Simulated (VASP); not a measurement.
# TaN (P-62m) in VASP: notebook

Runs on TaN. Level: r2SCAN. Tasks: single point.

Program: VASP 6.6.1. These are calculated values, not measurements. Logs are shortened: lines on timing, memory, paths and dates and some standing lists are left out, and cuts for length are marked.

## 1. The cell of the first run

Symmetry: P-62m, No. 189, hexagonal system. The conventional cell has a = 5.201 Å, b = 5.201 Å, c = 2.909 Å, α = 90.00°, β = 90.00°, γ = 120.00°. Within 3.1 Å of Ta (site symmetry -6) lie 6 N at 2.16 Å and 5 Ta at 2.91 to 3.00 Å. Within 2.7 Å of Ta (site symmetry -62m) lie 3 N at 2.04 Å. Within 3.0 Å of N (site symmetry m2m) lie 5 Ta at 2.04 to 2.16 Å and 6 N at 2.78 to 2.91 Å.

## 2. Single point, r2SCAN

File POSCAR:

```
TaN
1.0
    2.6004283734     -4.5040740642      0.0000000000
   -5.2008567468      0.0000000000      0.0000000000
    0.0000000000      0.0000000000     -5.8177085434
Ta N
6 6
Direct
    0.3333333333      0.6666666667      0.2500000000
    0.3333333333      0.6666666667      0.7500000000
    0.6666666667      0.3333333333      0.2500000000
    0.6666666667      0.3333333333      0.7500000000
    1.0000000000      1.0000000000      0.5000000000
    1.0000000000      1.0000000000      0.0000000000
    1.0000000000      0.6076496558      0.5000000000
    1.0000000000      0.6076496558      0.0000000000
    0.3923503442      0.3923503442      0.5000000000
    0.3923503442      0.3923503442      0.0000000000
    0.6076496558      1.0000000000      0.5000000000
    0.6076496558      1.0000000000      0.0000000000
```

File INCAR.step1:

```
SYSTEM = TaN
PREC = Accurate
ENCUT = 770
ISMEAR = 0
SIGMA = 0.1
LREAL = .FALSE.
LASPH = .TRUE.
NELM = 120
NBANDS = 66
GGA = PE
ALGO = Normal
EDIFF = 1E-5
LWAVE = .TRUE.
LCHARG = .FALSE.
GGA_COMPAT = .FALSE.
```

File INCAR.step2:

```
SYSTEM = TaN
PREC = Accurate
ENCUT = 770
EDIFF = 1E-6
ISMEAR = 0
SIGMA = 0.1
LREAL = .FALSE.
LASPH = .TRUE.
NELM = 120
ALGO = Normal
ISIF = 2
LWAVE = .FALSE.
LCHARG = .FALSE.
METAGGA = R2SCAN
LMIXTAU = .TRUE.
NBANDS = 66
ISTART = 1
GGA_COMPAT = .FALSE.
```

File KPOINTS:

```
regular mesh
0
G
  6 6 6
  0 0 0
```

Potentials or basis: VASP PAW PBE potentials, release 64 (Ta_sv_GW, N).

The run is started by

```console
> cat potpaw_PBE.64/Ta_sv_GW/POTCAR potpaw_PBE.64/N/POTCAR > POTCAR
> cp INCAR.step1 INCAR
> mpirun -np 1 vasp_std > vasp.out
> cp INCAR.step2 INCAR
> mpirun -np 1 vasp_std > vasp.out
```

OUTCAR:

```text
SYSTEM = TaN
   PREC = Accurate
   ENCUT = 770
   EDIFF = 1E-6
   ISMEAR = 0
   LREAL = .FALSE.
   LASPH = .TRUE.
   NELM = 120
   ISIF = 2
   METAGGA = R2SCAN
   ISTART = 1

 ion  position               nearest neighbor table
   1  0.333  0.667  0.250-   7 2.16   8 2.16  11 2.16  12 2.16   9 2.16  10 2.16   2 2.91   2 2.91
                             3 3.00   3 3.00   3 3.00
   2  0.333  0.667  0.750-   7 2.16   8 2.16  11 2.16  12 2.16   9 2.16  10 2.16   1 2.91   1 2.91
                             4 3.00   4 3.00   4 3.00
   3  0.667  0.333  0.250-  11 2.16  12 2.16   7 2.16   8 2.16   9 2.16  10 2.16   4 2.91   4 2.91
                             1 3.00   1 3.00   1 3.00
   4  0.667  0.333  0.750-  11 2.16  12 2.16   7 2.16   8 2.16   9 2.16  10 2.16   3 2.91   3 2.91
                             2 3.00   2 3.00   2 3.00
   5  0.000  0.000  0.500-   7 2.04   9 2.04  11 2.04   6 2.91   6 2.91
   6  0.000  0.000  0.000-   8 2.04  10 2.04  12 2.04   5 2.91   5 2.91
   7  0.000  0.608  0.500-   5 2.04   2 2.16   1 2.16   4 2.16   3 2.16
   8  0.000  0.608  0.000-   6 2.04   2 2.16   1 2.16   4 2.16   3 2.16
   9  0.392  0.392  0.500-   5 2.04   2 2.16   1 2.16   4 2.16   3 2.16
  10  0.392  0.392  0.000-   6 2.04   2 2.16   1 2.16   4 2.16   3 2.16
  11  0.608  0.000  0.500-   5 2.04   4 2.16   3 2.16   2 2.16   1 2.16
  12  0.608  0.000  0.000-   6 2.04   4 2.16   3 2.16   2 2.16   1 2.16
[... 7 lines left out ...]
 A1 = (   2.6004283734,  -4.5040740642,   0.0000000000)
 A2 = (  -5.2008567468,   0.0000000000,   0.0000000000)
 A3 = (   0.0000000000,   0.0000000000,  -5.8177085434)

Analysis of symmetry for initial positions (statically):
=====================================================================
 Subroutine PRICEL returns following result:

  LATTYP: Found a hexagonal cell.
 ALAT       =     5.2008567468
 C/A-ratio  =     0.5593029021

  Lattice vectors:

 A1 = (   2.6004283734,  -4.5040740642,   0.0000000000)
 A2 = (  -5.2008567468,   0.0000000000,   0.0000000000)
 A3 = (   0.0000000000,   0.0000000000,  -2.9088542717)

   2 primitive cells build up your supercell.

 Routine SETGRP: Setting up the symmetry group for a
 hexagonal supercell.

 Subroutine GETGRP returns: Found 12 space group operations
 (whereof 12 operations were pure point group operations)
 out of a pool of 24 trial point group operations.

The static configuration has the point symmetry D_3h.

Analysis of symmetry for dynamics (positions and initial velocities):
=====================================================================
 Subroutine PRICEL returns following result:

  LATTYP: Found a hexagonal cell.
[... 141 lines left out ...]
   ISMEAR =     0;   SIGMA  =   0.10  broadening in eV -4-tet -1-fermi 0-gaus
   EFERMI_NEDOS =   21; number of points for ismear=-14 and -15
   IALGO  =     38    algorithm
   IMIX   =      4    mixing-type and parameters
     AMIX     =   0.40;   BMIX     =  1.00
     AMIX_MAG =   1.60;   BMIX_MAG =  1.00
  volume/ion in A,a.u.               =      11.36        76.64
  Fermi-wavevector in a.u.,A,eV,Ry     =   1.514974  2.862886 31.227376  2.295147
  Thomas-Fermi vector in A             =   2.624560
   LORBIT       =      0    0 simple, 1 ext, 2 COOP (PROOUT), +10 PAW based schemes
   METAGGA = R2SCAN    functional components
   LHFCALC =     F    Hartree Fock is set to
   AEXX    =    0.0000 exact exchange contribution
   IVDW    =     0    specifies the selected vdW correction
   LEPSILON=     F    determine dielectric tensor
   LRPA    =     F    only Hartree local field effects (RPA)
 non-spin polarized calculation
 Gauss-broadening in eV      SIGMA  =   0.10
  energy-cutoff  :      770.00
  volume of cell :      136.28
 maximum number of plane-waves:      6644
 NGX is ok and might be reduce to    48

 number of electron     107.9999994 magnetization

 Free energy of the ion-electron system (eV)
  ---------------------------------------------------
  ext. energy  EPLUGINS =         0.00000000
  ---------------------------------------------------
  free energy    TOTEN  =      -377.96572630 eV

  energy without entropy =     -377.96060642  energy(sigma->0) =     -377.96316636

 E-fermi :  12.2283     XC(G=0): -14.2628

 val. band max:       12.1913489648   @ k =   0.1667   0.0000   0.3333
 cond. band min:      12.3996943199   @ k =   0.1667   0.0000   0.0000
 fundamental gap:      0.2083453551
 Fermi energy:        12.2283044544

 k-point     1 :       0.0000    0.0000    0.0000
  band No.  band energies     occupation
      1     -59.2570      2.00000
      2     -59.2102      2.00000
      3     -59.2096      2.00000
      4     -59.1649      2.00000
      5     -58.5647      2.00000
      6     -58.5214      2.00000
[... 1645 lines left out ...]
     65      15.5823      0.00000
     66      15.5918      0.00000

 [... further k-points ...]

------------------------ aborting loop because EDIFF is reached ----------------------------------------

  FORCE on cell =-STRESS in cart. coord.  units (eV):
  Direction    XX          YY          ZZ          XY          YZ          ZX
  --------------------------------------------------------------------------------------
  -------------------------------------------------------------------------------------
  Total        0.1901406      0.1901406      0.0232707     -0.0000000     -0.0000000     -0.0000000
  in kB        2.2353893      2.2353893      0.2735823     -0.0000000     -0.0000000     -0.0000000
  external PRESSURE =       1.5814536 kB  Pullay stress =       0.0000000 kB

 VOLUME and BASIS-vectors are now :
 -----------------------------------------------------------------------------
  energy-cutoff  :      770.00
  volume of cell :      136.28
      direct lattice vectors                 reciprocal lattice vectors
     2.600428373 -4.504074064  0.000000000     0.000000000 -0.222021216  0.000000000
    -5.200856747  0.000000000  0.000000000    -0.192276013 -0.111010608  0.000000000
     0.000000000  0.000000000 -5.817708543     0.000000000  0.000000000 -0.171888982

 POSITION                                       TOTAL-FORCE (eV/Angst)
 -----------------------------------------------------------------------------------
     -2.60043     -1.50136     -1.45443        -0.000000     -0.000000     -0.000000
     -2.60043     -1.50136     -4.36328        -0.000000      0.000000     -0.000000
      0.00000     -3.00272     -1.45443        -0.000000      0.000000     -0.000000
      0.00000     -3.00272     -4.36328        -0.000000      0.000000     -0.000000
      0.00000      0.00000     -2.90885        -0.000000     -0.000000     -0.000000
      0.00000      0.00000      0.00000        -0.000000     -0.000000     -0.000000
     -3.16030      0.00000     -2.90885         0.017784      0.000000     -0.000000
     -3.16030      0.00000      0.00000         0.017784      0.000000     -0.000000
     -1.02028     -1.76718     -2.90885        -0.008892     -0.015401      0.000000
     -1.02028     -1.76718      0.00000        -0.008892     -0.015401     -0.000000
      1.58015     -2.73690     -2.90885        -0.008892      0.015401      0.000000
      1.58015     -2.73690      0.00000        -0.008892      0.015401      0.000000
 -----------------------------------------------------------------------------------
    total drift:                               -0.000001     -0.000002      0.000000

  FREE ENERGIE OF THE ION-ELECTRON SYSTEM (eV)
  ---------------------------------------------------
  free  energy   TOTEN  =      -377.9657262967 eV

  energy  without entropy=     -377.9606064203  energy(sigma->0) =     -377.96316636
```

Wall time 21 min (1 thread of AMD EPYC 9R45 (Zen 5), shared host); peak memory 0.56 GiB.

Results:

| Property | Result |
| --- | --- |
| Free energy | -377.9657 eV |
| Pressure | 0.2 GPa |
| Largest force | 0.018 eV/Å |
| Band gap on the k mesh | zero (bands 54 and 55 overlap by 0.21 eV) |

Forces on the atoms (eV/Å):
```
Ta   0.000  0.000  0.000
Ta   0.000  0.000  0.000
Ta   0.000  0.000  0.000
Ta   0.000  0.000  0.000
Ta   0.000  0.000  0.000
Ta   0.000  0.000  0.000
N    0.018  0.000  0.000
N    0.018  0.000  0.000
N   -0.009 -0.015  0.000
N   -0.009 -0.015  0.000
N   -0.009  0.015  0.000
N   -0.009  0.015  0.000
```

Levels at points of the mesh, in eV from the Fermi level:
```
           k point  band 52  band 53  band 54  band 55  band 56  band 57
(0.00, 0.00, 0.00)    -1.92    -0.90    -0.90     0.82     0.82     1.95
(0.50, 0.00, 0.00)    -2.65    -2.04    -0.91     0.62     1.40     1.64
(0.00, 0.00, 0.50)    -1.99    -1.29    -1.29     0.45     0.45     1.68
(0.50, 0.00, 0.50)    -2.14    -1.00    -1.00     0.45     0.45     1.20
```

Caveat: the PAW data sets were made with another functional, which shifts forces and pressure a little; spin-orbit coupling is left out, which moves the levels of the heavy elements.

## 3. Single point, r2SCAN

This run uses another cell than the first one: it holds 6 atoms, not 12.

File POSCAR:

```
TaN
1.0
    5.1996298250      0.0000000000      0.0000000000
   -2.5998149125      4.5030115188      0.0000000000
    0.0000000000      0.0000000000      2.9103592740
Ta N
3 3
Direct
    0.3333333333      0.6666666667      0.5000000000
    0.6666666667      0.3333333333      0.5000000000
    0.0000000000      0.0000000000      0.0000000000
    0.0000000000      0.3924063645      0.0000000000
    0.3924063645      0.0000000000      0.0000000000
    0.6075936355      0.6075936355      0.0000000000
```

File INCAR.step1:

```
SYSTEM = TaN
ALGO = Normal ; EDIFF = 1E-5
ENCUT = 770 ; GGA = PE
GGA_COMPAT = .FALSE. ; ISMEAR = 0
LASPH = .TRUE. ; LCHARG = .FALSE.
LREAL = .FALSE. ; LWAVE = .TRUE.
NBANDS = 36 ; NELM = 120
PREC = Accurate ; SIGMA = 0.1
```

File INCAR.step2:

```
SYSTEM = TaN
ALGO = Normal ; EDIFF = 1E-6
ENCUT = 770 ; GGA_COMPAT = .FALSE.
ISIF = 2 ; ISMEAR = 0
ISTART = 1 ; LASPH = .TRUE.
LCHARG = .FALSE. ; LMIXTAU = .TRUE.
LREAL = .FALSE. ; LWAVE = .FALSE.
METAGGA = R2SCAN ; NBANDS = 36
NELM = 120 ; PREC = Accurate
SIGMA = 0.1
```

File KPOINTS:

```
k-points
0
G
  9 9 12
  0 0 0
```

Potentials or basis: VASP PAW PBE potentials, release 64 (Ta_sv_GW, N).

The run is started by

```console
> cat potpaw_PBE.64/Ta_sv_GW/POTCAR potpaw_PBE.64/N/POTCAR > POTCAR
> cp INCAR.step1 INCAR
> mpirun -np 1 vasp_std > vasp.out
> cp INCAR.step2 INCAR
> mpirun -np 1 vasp_std > vasp.out
```

It took 10 min on 1 thread of Intel Xeon 6975P-C (Granite Rapids), shared host; peak memory 0.48 GiB.

The run converged. Its results:

* Free energy: -188.9851 eV
* Pressure: 0.1 GPa
* Largest force: 0.015 eV/Å
* Band gap on the k mesh: zero (bands 27 and 28 overlap by 3.25 eV)

Forces in eV/Å, atoms in the order of the input:
```
Ta   0.000  0.000  0.000
Ta   0.000  0.000  0.000
Ta   0.000  0.000  0.000
N   -0.008  0.013  0.000
N    0.015  0.000  0.000
N   -0.008 -0.013  0.000
```

Stress tensor (GPa, compression positive):
```
0.18 0.00 0.00
0.00 0.18 0.00
0.00 0.00 0.06
```

Levels at points of the mesh, in eV from the Fermi level:
```
           k point  band 25  band 26  band 27  band 28  band 29  band 30
(0.00, 0.00, 0.00)    -3.64    -2.04    -1.02    -1.02     0.69     0.69
(0.00, 0.00, 0.50)    -3.05    -3.05     1.92     1.96     1.96     2.37
```

Caveat: the PAW data sets were made with another functional, which shifts forces and pressure a little; spin-orbit coupling is left out, which moves the levels of the heavy elements.

## 4. Single point, r2SCAN

This run uses another cell than the first one: it holds 6 atoms, not 12.

File POSCAR:

```
TaN
1.0
    5.1227867531      0.0000000000      0.0000000000
   -2.5613933766      4.4364634664      0.0000000000
    0.0000000000      0.0000000000      2.8748954973
Ta N
3 3
Direct
    0.3333333333      0.6666666667      0.5000000000
    0.6666666667      0.3333333333      0.5000000000
    0.0000000000      0.0000000000      0.0000000000
    0.3941853596      0.0000000000      0.0000000000
    0.6058146404      0.6058146404      0.0000000000
    0.0000000000      0.3941853596      0.0000000000
```

File INCAR.step1:

```
SYSTEM = TaN
PREC = Accurate
ENCUT = 660
ISMEAR = 0
SIGMA = 0.1
LREAL = .FALSE.
LASPH = .TRUE.
NELM = 120
NBANDS = 36
GGA = PE
ALGO = Normal
EDIFF = 1E-5
LWAVE = .TRUE.
LCHARG = .FALSE.
GGA_COMPAT = .FALSE.
```

File INCAR.step2:

```
SYSTEM = TaN
PREC = Accurate
ENCUT = 660
EDIFF = 1E-6
ISMEAR = 0
SIGMA = 0.1
LREAL = .FALSE.
LASPH = .TRUE.
NELM = 120
ALGO = Normal
ISIF = 2
LWAVE = .FALSE.
LCHARG = .TRUE.
METAGGA = R2SCAN
LMIXTAU = .TRUE.
LELF = .TRUE.
LVHAR = .TRUE.
NBANDS = 36
ISTART = 1
GGA_COMPAT = .FALSE.
```

File KPOINTS:

```
regular mesh
0
G
  12 12 12
  0 0 0
```

The run is started by

```console
> cat potpaw_PBE.64/Ta_sv_GW/POTCAR potpaw_PBE.64/N/POTCAR > POTCAR
> cp INCAR.step1 INCAR
> mpirun -np 1 vasp_std > vasp.out
> cp INCAR.step2 INCAR
> mpirun -np 1 vasp_std > vasp.out
```

Run time: 23 min. Hardware: 1 thread of Intel Xeon Platinum 8259CL at 2.50GHz (Skylake/Cascade Lake), shared host; peak memory 0.5 GiB.

Results (log left out):

| Quantity | Value |
| --- | --- |
| Free energy | -188.8600 eV |
| Pressure | 15.2 GPa |
| Largest force | 0.017 eV/Å |
| Band gap on the k mesh | zero (bands 27 and 28 overlap by 3.38 eV) |

Forces in eV/Å, atoms in the order of the input:
```
Ta   0.000  0.000  0.000
Ta   0.000  0.000  0.000
Ta   0.000  0.000  0.000
N    0.017  0.000  0.000
N   -0.009 -0.015  0.000
N   -0.009  0.015  0.000
```

Stress tensor (GPa, compression positive):
```
15.27  0.00  0.00
 0.00 15.27  0.00
 0.00  0.00 15.10
```

Levels at points of the mesh, in eV from the Fermi level:
| k point | band 24 | band 25 | band 26 | band 27 | band 28 | band 29 | band 30 | band 31 |
| --- | --- | --- | --- | --- | --- | --- | --- | --- |
| (0.00, 0.00, 0.00) | -4.80 | -3.75 | -2.09 | -1.09 | -1.09 | 0.67 | 0.67 | 2.02 |
| (0.50, 0.00, 0.00) | -4.39 | -4.34 | -3.12 | -2.88 | 1.36 | 2.00 | 2.09 | 2.63 |
| (0.00, 0.00, 0.50) | -4.75 | -3.24 | -3.24 | 1.95 | 2.07 | 2.07 | 2.47 | 2.47 |
| (0.50, 0.00, 0.50) | -4.47 | -3.63 | -2.26 | -1.13 | 0.52 | 1.61 | 3.56 | 3.62 |

Caveat: the cell stands under pressure; the PAW data sets were made with another functional, which shifts forces and pressure a little; spin-orbit coupling is left out, which moves the levels of the heavy elements.

## 5. Overview

```csv
cell,k mesh,cutoff (eV),gap on the mesh (eV),pressure (GPa),largest force (eV/Å)
"a = 5.201, b = 5.201, c = 5.818 Å, angles 90.0, 90.0, 120.0°, 12 atoms, atomic positions A",6 × 6 × 6,770,none,0.2,0.02
"a = 5.200, b = 5.200, c = 2.910 Å, angles 90.0, 90.0, 120.0°, 6 atoms, atomic positions B",9 × 9 × 12,770,none,0.1,0.02
"a = 5.123, b = 5.123, c = 2.875 Å, angles 90.0, 90.0, 120.0°, 6 atoms, atomic positions C",12 × 12 × 12,660,none,15.2,0.02
```

Alike in all rows: task single point; level r2SCAN; potentials or basis VASP PAW PBE potentials, release 64 (Ta_sv_GW, N); no spin polarisation; smearing gaussian 0.1 eV.

Caveats: the PAW data sets were made with another functional, which shifts forces and pressure a little; spin-orbit coupling is left out, which moves the levels of the heavy elements; the cell stands under pressure (at least some runs).

Total energies depend on the potentials used, so only differences within one code and one set of settings carry meaning.

The gap in the log of VASP goes by the Fermi energy; the results here count the filled bands.